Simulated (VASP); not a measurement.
# InP (I-4m2) in VASP: further runs

Runs on InP. Level: PBE. Tasks: single point.

All numbers are computed with VASP 6.6.1; they aren't measurements. Logs are shortened: lines on timing, memory, paths and dates and some standing lists are left out, and cuts for length are marked.

**1. The cell of the first run**

It takes space group I-4m2 (No. 119, tetragonal). The conventional cell has a = 4.278 Å, b = 4.278 Å, c = 5.781 Å, α = 90.00°, β = 90.00°, γ = 90.00°. In (site symmetry -4m2) has 4 P at 2.58 Å within 3.4 Å. P (site symmetry -4m2) has 4 In at 2.58 Å within 3.4 Å.

**2. Single point, PBE (strain +0.015 along x and y, -0.030 along z)**

INCAR reads:

```
PREC = Accurate ; ENCUT = 520
EDIFF = 1E-7 ; ISMEAR = 0
SIGMA = 0.05 ; LREAL = F
LASPH = T ; NELM = 60
ALGO = Normal ; ISIF = 2
LWAVE = F ; LCHARG = F
GGA = PE ; NBANDS = 16
```

KPOINTS reads:

```
Automatic mesh
0
Gamma
  10 10 10
```

POSCAR reads:

```
InP
1.0
    0.0000000000      3.0247347168      2.8906331776
    3.0247347168      0.0000000000      2.8906331776
    3.0247347168      3.0247347168      0.0000000000
In P
1 1
Direct
    0.0000000000      0.0000000000      0.0000000000
    0.7500000000      0.7500000000      0.7500000000
```

Potentials or basis: VASP PAW PBE potentials, release 64 (In_d, P).

Launch:

```sh
$ cat potpaw_PBE.64/In_d/POTCAR potpaw_PBE.64/P/POTCAR > POTCAR
$ mpirun -np 1 vasp_std > vasp.out
```

OUTCAR:

```text
PREC = Accurate
   ENCUT = 520
   EDIFF = 1E-7
   ISMEAR = 0
   LREAL = F
   LASPH = T
   NELM = 60
   ISIF = 2
   GGA = PE

 ion  position               nearest neighbor table
   1  0.000  0.000  0.000-   2 2.58   2 2.58   2 2.58   2 2.58
   2  0.750  0.750  0.750-   1 2.58   1 2.58   1 2.58   1 2.58

  LATTYP: Found a body centered tetragonal cell.
 ALAT       =     4.2776208591
 C/A-ratio  =     1.3515144389

  Lattice vectors:

 A1 = (   0.0000000000,  -3.0247347168,  -2.8906331776)
 A2 = (   0.0000000000,   3.0247347168,  -2.8906331776)
 A3 = (   3.0247347168,   0.0000000000,   2.8906331776)

Analysis of symmetry for initial positions (statically):
=====================================================================
 Subroutine PRICEL returns:
 Original cell was already a primitive cell.

 Routine SETGRP: Setting up the symmetry group for a
 body centered tetragonal supercell.

 Subroutine GETGRP returns: Found  8 space group operations
 (whereof  8 operations were pure point group operations)
 out of a pool of 16 trial point group operations.

The static configuration has the point symmetry D_2d.

Analysis of symmetry for dynamics (positions and initial velocities):
=====================================================================
 Subroutine PRICEL returns:
 Original cell was already a primitive cell.

 Routine SETGRP: Setting up the symmetry group for a
 body centered tetragonal supercell.

 Subroutine GETGRP returns: Found  8 space group operations
 (whereof  8 operations were pure point group operations)
 out of a pool of 16 trial point group operations.

The dynamic configuration has the point symmetry D_2d.

 Subroutine INISYM returns: Found  8 space group operations
 (whereof  8 operations are pure point group operations),
 and found     1 'primitive' translations

----------------------------------------------------------------------------------------

                                     Primitive cell

  volume of cell :      52.8929

  direct lattice vectors                    reciprocal lattice vectors
     0.000000000  3.024734717  2.890633178    -0.165303753  0.165303753  0.172972484
     3.024734717  0.000000000  2.890633178     0.165303753 -0.165303753  0.172972484
     3.024734717  3.024734717  0.000000000     0.165303753  0.165303753 -0.172972484

  length of vectors
     4.183871446  4.183871446  4.277620859     0.290809459  0.290809459  0.290809459

  position of ions in fractional coordinates (direct lattice)
     0.000000000  0.000000000  0.000000000
     0.750000000  0.750000000  0.750000000

  ion indices of the primitive-cell ions
   primitive index   ion index
                 1           1
                 2           2

----------------------------------------------------------------------------------------

 KPOINTS: Automatic mesh

Automatic generation of k-mesh.
 Grid dimensions read from file:
 generate k-points for:   10   10   10

 Generating k-lattice:

  Cartesian coordinates                     Fractional coordinates (reciprocal lattice)
    -0.016530375  0.016530375  0.017297248     0.100000000  0.000000000  0.000000000
     0.016530375 -0.016530375  0.017297248     0.000000000  0.100000000  0.000000000
     0.016530375  0.016530375 -0.017297248     0.000000000  0.000000000  0.100000000

  Length of vectors
     0.029080946  0.029080946  0.029080946

  Shift w.r.t. Gamma in fractional coordinates (k-lattice)
     0.000000000  0.000000000  0.000000000

 Subroutine IBZKPT returns following result:
 ===========================================

 Found    102 irreducible k-points:

 Following reciprocal coordinates:
            Coordinates               Weight
  0.000000  0.000000  0.000000      1.000000
  0.100000 -0.000000  0.000000      8.000000
  0.200000 -0.000000  0.000000      8.000000
  0.300000 -0.000000  0.000000      8.000000
  0.400000 -0.000000  0.000000      8.000000
  0.500000 -0.000000  0.000000      4.000000
[... 16 lines left out ...]
  0.300000  0.300000  0.000000      2.000000
  0.400000  0.300000  0.000000      8.000000
 [... further k-points ...]
   k-points           NKPTS =    102   k-points in BZ     NKDIM =    102   number of bands    NBANDS=     16
   number of dos      NEDOS =    301   number of ions     NIONS =      2
   total plane-waves  NPLWV =  32768
   dimension x,y,z NGX =    32 NGY =   32 NGZ =   32
   dimension x,y,z NGXF=    64 NGYF=   64 NGZF=   64
   ions per type =               1   1
   NGX,Y,Z   is equivalent  to a cutoff of  12.72, 12.72, 12.44 a.u.
   NGXF,Y,Z  is equivalent  to a cutoff of  25.43, 25.43, 24.87 a.u.
 SYSTEM =  unknown system
   PREC   = accura    normal or accurate (medium, high low for compatibility)
   ISTART =      0    job   : 0-new  1-cont  2-samecut
   ICHARG =      2    charge: 1-file 2-atom 10-const
   ISPIN  =      1    spin polarized calculation?
   LNONCOLLINEAR =      F non collinear calculations
   LSORBIT =      F    spin-orbit coupling
   LASPH  =      T    aspherical Exc in radial PAW
   ENCUT  =  520.0 eV  38.22 Ry    6.18 a.u.   7.78  7.78  7.95*2*pi/ulx,y,z
   NELM   =     60;   NELMIN=  2; NELMDL= -5     # of ELM steps
   EDIFF  = 0.1E-06   stopping-criterion for ELM
   LREAL  =      F    real-space projection
   EDIFFG = 0.1E-05   stopping-criterion for IOM
   NSW    =      0    number of steps for IOM
   IBRION =     -1    ionic relax: 0-MD 1-quasi-New 2-CG
   NFREE  =      0    steps in history (QN), initial steepest desc. (CG)
   ISIF   =      2    stress and relaxation
   ISYM   =      2    0-nonsym 1-usesym 2-fastsym
   POTIM  = 0.5000    time-step for ionic-motion
   TEBEG  =    0.0;   TEEND  =   0.0 temperature during run
   PSTRESS=    0.0 pullay stress
   NELECT =      18.0000    total number of electrons
   NUPDOWN=      -1.0000    fix difference up-down
   EMIN   =  10.00;   EMAX   =-10.00  energy-range for DOS
   EFERMI =   0.00;   METHOD = LEGACY
   ISMEAR =     0;   SIGMA  =   0.05  broadening in eV -4-tet -1-fermi 0-gaus
   EFERMI_NEDOS =   21; number of points for ismear=-14 and -15
   IALGO  =     38    algorithm
   IMIX   =      4    mixing-type and parameters
     AMIX     =   0.40;   BMIX     =  1.00
     AMIX_MAG =   1.60;   BMIX_MAG =  1.00
  volume/ion in A,a.u.               =      26.45       178.47
[... 31 lines left out ...]
 Fermi energy:         4.9390193886

 k-point     1 :       0.0000    0.0000    0.0000
  band No.  band energies     occupation
      1      -9.4420      2.00000
      2      -9.4420      2.00000
      3      -9.4235      2.00000
      4      -9.3125      2.00000
      5      -9.3042      2.00000
      6      -6.5239      2.00000
[... 8 lines left out ...]
     15      13.6978      0.00000
     16      14.3222      0.00000

 k-point     2 :       0.1000   -0.0000    0.0000
  band No.  band energies     occupation
      1      -9.4485      2.00000
      2      -9.4377      2.00000
      3      -9.4229      2.00000
      4      -9.3128      2.00000
      5      -9.3037      2.00000
      6      -6.4180      2.00000
[... 8 lines left out ...]
     15      13.4876      0.00000
     16      13.8557      0.00000

 k-point     3 :       0.2000   -0.0000    0.0000
  band No.  band energies     occupation
      1      -9.4715      2.00000
      2      -9.4275      2.00000
      3      -9.4154      2.00000
      4      -9.3128      2.00000
      5      -9.3015      2.00000
      6      -6.1140      2.00000
[... 8 lines left out ...]
     15      13.2296      0.00000
     16      14.0319      0.00000

 k-point     4 :       0.3000   -0.0000    0.0000
  band No.  band energies     occupation
      1      -9.5009      2.00000
      2      -9.4171      2.00000
      3      -9.4058      2.00000
      4      -9.3109      2.00000
      5      -9.2965      2.00000
      6      -5.6616      2.00000
[... 8 lines left out ...]
     15      13.4182      0.00000
     16      13.7414      0.00000

 k-point     5 :       0.4000   -0.0000    0.0000
  band No.  band energies     occupation
      1      -9.5241      2.00000
      2      -9.4106      2.00000
      3      -9.3997      2.00000
      4      -9.3075      2.00000
      5      -9.2903      2.00000
      6      -5.1870      2.00000
[... 8 lines left out ...]
     15      14.3418      0.00000
     16      14.4501      0.00000

 k-point     6 :       0.5000   -0.0000    0.0000
  band No.  band energies     occupation
      1      -9.5328      2.00000
      2      -9.4087      2.00000
      3      -9.3978      2.00000
      4      -9.3056      2.00000
      5      -9.2875      2.00000
      6      -4.9590      2.00000
[... 8 lines left out ...]
     15      15.0119      0.00000
     16      15.3388      0.00000

 k-point     7 :       0.1000    0.1000    0.0000
  band No.  band energies     occupation
      1      -9.4424      2.00000
      2      -9.4336      2.00000
      3      -9.4336      2.00000
      4      -9.3163      2.00000
      5      -9.3009      2.00000
      6      -6.3754      2.00000
[... 8 lines left out ...]
     15      13.8025      0.00000
     16      13.9357      0.00000

 k-point     8 :       0.2000    0.1000    0.0000
  band No.  band energies     occupation
      1      -9.4678      2.00000
      2      -9.4231      2.00000
      3      -9.4217      2.00000
      4      -9.3198      2.00000
      5      -9.2971      2.00000
      6      -6.1308      2.00000
[... 8 lines left out ...]
     15      13.7070      0.00000
     16      14.5943      0.00000

 k-point     9 :       0.3000    0.1000    0.0000
  band No.  band energies     occupation
      1      -9.4975      2.00000
      2      -9.4119      2.00000
      3      -9.4095      2.00000
      4      -9.3207      2.00000
      5      -9.2921      2.00000
      6      -5.7207      2.00000
[... 8 lines left out ...]
     15      13.9646      0.00000
     16      14.3409      0.00000
[... 172 lines left out ...]
 k-point    19 :       0.5000    0.2000    0.0000
  band No.  band energies     occupation
      1      -9.5441      2.00000
      2      -9.3897      2.00000
      3      -9.3865      2.00000
      4      -9.3258      2.00000
      5      -9.2836      2.00000
      6      -4.7699      2.00000
[... 8 lines left out ...]
     15      15.3187      0.00000
     16      16.1007      0.00000

 k-point    20 :      -0.4000    0.2000    0.0000
  band No.  band energies     occupation
      1      -9.5416      2.00000
      2      -9.3910      2.00000
      3      -9.3889      2.00000
      4      -9.3176      2.00000
      5      -9.2903      2.00000
      6      -4.7319      2.00000
[... 8 lines left out ...]
     15      14.0464      0.00000
     16      15.9726      0.00000

 k-point    21 :      -0.3000    0.2000    0.0000
  band No.  band energies     occupation
      1      -9.5288      2.00000
      2      -9.3969      2.00000
      3      -9.3933      2.00000
      4      -9.3111      2.00000
      5      -9.2992      2.00000
      6      -5.0710      2.00000
[... 8 lines left out ...]
     15      14.4214      0.00000
     16      15.9435      0.00000

 k-point    22 :      -0.2000    0.2000    0.0000
  band No.  band energies     occupation
      1      -9.5100      2.00000
      2      -9.4097      2.00000
      3      -9.3969      2.00000
      4      -9.3078      2.00000
      5      -9.3046      2.00000
      6      -5.5261      2.00000
[... 8 lines left out ...]
     15      14.5487      0.00000
     16      15.7754      0.00000

 k-point    23 :       0.3000    0.3000    0.0000
  band No.  band energies     occupation
      1      -9.5394      2.00000
      2      -9.3831      2.00000
      3      -9.3831      2.00000
      4      -9.3421      2.00000
      5      -9.2814      2.00000
      6      -5.3151      2.00000
[... 8 lines left out ...]
     15      14.5651      0.00000
     16      17.2548      0.00000

 k-point    24 :       0.4000    0.3000    0.0000
  band No.  band energies     occupation
      1      -9.5579      2.00000
      2      -9.3739      2.00000
      3      -9.3722      2.00000
      4      -9.3458      2.00000
      5      -9.2774      2.00000
      6      -4.9255      2.00000
[... 8 lines left out ...]
     15      15.0779      0.00000
     16      17.1523      0.00000

 [... further k-points ...]
[... 5 lines left out ...]
  --------------------------------------------------------------------------------------
  -------------------------------------------------------------------------------------
  Total       -0.2099749     -0.2099749      0.3539622      0.0000000      0.0000000      0.0000000
  in kB       -6.3603415     -6.3603415     10.7218548      0.0000000      0.0000000      0.0000000
  external PRESSURE =      -0.6662761 kB  Pullay stress =       0.0000000 kB

 VOLUME and BASIS-vectors are now :
 -----------------------------------------------------------------------------
  energy-cutoff  :      520.00
  volume of cell :       52.89
      direct lattice vectors                 reciprocal lattice vectors
     0.000000000  3.024734717  2.890633178    -0.165303753  0.165303753  0.172972484
     3.024734717  0.000000000  2.890633178     0.165303753 -0.165303753  0.172972484
     3.024734717  3.024734717  0.000000000     0.165303753  0.165303753 -0.172972484

 POSITION                                       TOTAL-FORCE (eV/Angst)
 -----------------------------------------------------------------------------------
      0.00000      0.00000      0.00000         0.000000      0.000000      0.000000
      4.53710      4.53710      4.33595        -0.000000     -0.000000     -0.000000
 -----------------------------------------------------------------------------------
    total drift:                                0.000000      0.000000      0.000000

  FREE ENERGIE OF THE ION-ELECTRON SYSTEM (eV)
  ---------------------------------------------------
  free  energy   TOTEN  =        -8.3992218195 eV

  energy  without entropy=       -8.3992218145  energy(sigma->0) =       -8.39922182
```

It took 35 s on 1 thread of Intel Xeon 6975P-C (Granite Rapids), shared host; peak memory 0.23 GiB.

Results:

```
Free energy            : -8.3992 eV
Pressure               : -0.1 GPa
Band gap on the k mesh : 0.31 eV, direct
```

Stress tensor (GPa, compression positive):
```
-0.64  0.00  0.00
 0.00 -0.64  0.00
 0.00  0.00  1.07
```

Levels at points of the mesh, in eV from the valence-band top:
```tsv
k point	band 7	band 8	band 9	band 10	band 11	band 12
(0.00, 0.00, 0.00)	-0.19	-0.19	0.00	0.31	3.93	4.00
(0.50, 0.00, 0.00)	-5.60	-1.16	-0.89	1.23	4.54	4.85
(0.50, 0.50, 0.00)	-5.49	-2.44	-2.44	1.58	1.88	9.05
(0.50, 0.00, 0.50)	-5.75	-2.20	-2.18	1.80	2.27	8.62
```

Caveat: the cell differs from its parent crystal (strain +0.015 along x and y, -0.030 along z); spin-orbit coupling is left out, which moves the levels of the heavy elements.

**3. Single point, PBE (strain +0.015 along x and y, -0.015 along z)**

INCAR reads:

```
PREC     = Accurate       # precision mode
ENCUT    = 520            # plane-wave cutoff, eV
EDIFF    = 1E-6           # SCF threshold, eV
ISMEAR   = 0              # smearing method
SIGMA    = 0.05           # smearing width, eV
LREAL    = F              # projectors in reciprocal space
LASPH    = T              # aspherical terms in the spheres
NELM     = 80             # most SCF steps
ALGO     = Normal         # electronic algorithm
ISIF     = 2              # what is computed and relaxed
LWAVE    = F              # write WAVECAR
LCHARG   = F              # write CHGCAR
GGA      = PE             # functional
NBANDS   = 16             # bands
```

KPOINTS is that of step 2.

POSCAR reads:

```
InP
1.0
    0.0000000000      3.0247347168      2.9353336906
    3.0247347168      0.0000000000      2.9353336906
    3.0247347168      3.0247347168      0.0000000000
In P
1 1
Direct
    0.0000000000      0.0000000000      0.0000000000
    0.7500000000      0.7500000000      0.7500000000
```

Potentials or basis: VASP PAW PBE potentials, release 64 (In_d, P).

Launch:

```sh
$ cat potpaw_PBE.64/In_d/POTCAR potpaw_PBE.64/P/POTCAR > POTCAR
$ mpirun -np 1 vasp_std > vasp.out
```

Wall time 30 s (1 thread of Intel Xeon 6975P-C (Granite Rapids), shared host); peak memory 0.22 GiB.

Results (log left out):

```
Free energy            : -8.4018 eV
Pressure               : -0.9 GPa
Band gap on the k mesh : 0.27 eV, direct
```

Stress tensor (GPa, compression positive):
```
-1.32  0.00  0.00
 0.00 -1.32  0.00
 0.00  0.00 -0.14
```

Levels at points of the mesh, in eV from the valence-band top:
```tsv
k point	band 5	band 6	band 7	band 8	band 9	band 10	band 11	band 12	band 13	band 14
(0.00, 0.00, 0.00)	-14.03	-11.18	-0.13	-0.13	0.00	0.27	3.97	4.02	4.02	8.19
(0.50, 0.00, 0.00)	-14.02	-9.66	-5.48	-1.05	-0.87	1.25	4.62	4.82	6.87	9.09
(0.50, 0.50, 0.00)	-14.00	-9.02	-5.45	-2.30	-2.30	1.69	2.00	8.91	9.06	9.06
(0.50, 0.00, 0.50)	-14.01	-9.11	-5.62	-2.14	-2.13	1.84	2.26	8.64	8.96	9.13
```

Caveat: the cell differs from its parent crystal (strain +0.015 along x and y, -0.015 along z); spin-orbit coupling is left out, which moves the levels of the heavy elements.

**4. Single point, PBE (strain +0.030 along x and y, -0.030 along z)**

INCAR reads:

```
SYSTEM = InP
PREC = Accurate
ENCUT = 520
EDIFF = 1E-6
ISMEAR = 0
SIGMA = 0.05
LREAL = .False.
LASPH = .True.
NELM = 60
ALGO = Normal
ISIF = 2
LWAVE = .False.
LCHARG = .False.
GGA = PE
NBANDS = 16
```

KPOINTS reads:

```
regular mesh
0
Gamma
  10 10 10
  0 0 0
```

POSCAR reads:

```
InP
1.0
    0.0000000000      3.0694352298      2.8906331776
    3.0694352298      0.0000000000      2.8906331776
    3.0694352298      3.0694352298      0.0000000000
In P
1 1
Direct
    0.0000000000      0.0000000000      0.0000000000
    0.7500000000      0.7500000000      0.7500000000
```

Launch:

```sh
$ cat potpaw_PBE.64/In_d/POTCAR potpaw_PBE.64/P/POTCAR > POTCAR
$ mpirun -np 1 vasp_std > vasp.out
```

Wall time 27 s (1 thread of Intel Xeon 6975P-C (Granite Rapids), shared host); peak memory 0.23 GiB.

It converged, with:

```
Free energy            : -8.3842 eV
Pressure               : -1.7 GPa
Band gap on the k mesh : 0.10 eV, direct
```

Stress tensor (GPa, compression positive):
```
-2.46  0.00  0.00
 0.00 -2.46  0.00
 0.00  0.00 -0.23
```

Levels at points of the mesh, in eV from the valence-band top:
```csv
k point,band 5,band 6,band 7,band 8,band 9,band 10,band 11,band 12,band 13,band 14
"(0.00, 0.00, 0.00)",-14.09,-11.16,-0.24,-0.24,0.00,0.10,3.88,3.98,3.98,8.04
"(0.50, 0.00, 0.00)",-14.07,-9.68,-5.49,-1.19,-0.85,1.11,4.46,4.87,6.78,8.92
"(0.50, 0.50, 0.00)",-14.06,-9.00,-5.35,-2.42,-2.42,1.56,1.76,8.88,8.88,8.91
"(0.50, 0.00, 0.50)",-14.07,-9.18,-5.68,-2.12,-2.10,1.83,2.27,8.37,8.63,8.95
```

Caveat: the cell differs from its parent crystal (strain +0.030 along x and y, -0.030 along z); spin-orbit coupling is left out, which moves the levels of the heavy elements.

**5. Summary**

```csv
cell,gap on the mesh (eV),pressure (GPa)
"a = 4.184, b = 4.184, c = 4.278 Å, angles 59.3, 59.3, 61.5°, 2 atoms",0.31,-0.1
"a = 4.215, b = 4.215, c = 4.278 Å, angles 59.5, 59.5, 61.0°, 2 atoms",0.27,-0.9
"a = 4.216, b = 4.216, c = 4.341 Å, angles 59.0, 59.0, 62.0°, 2 atoms",0.10,-1.7
```

Alike in all rows: task single point; level PBE; potentials or basis VASP PAW PBE potentials, release 64 (In_d, P); no spin polarisation; k mesh 10 × 10 × 10; cutoff (eV) 520; smearing gaussian 0.05 eV.

Caveats: spin-orbit coupling is left out, which moves the levels of the heavy elements.

Total energies depend on the potentials used, so only differences within one code and one set of settings carry meaning.
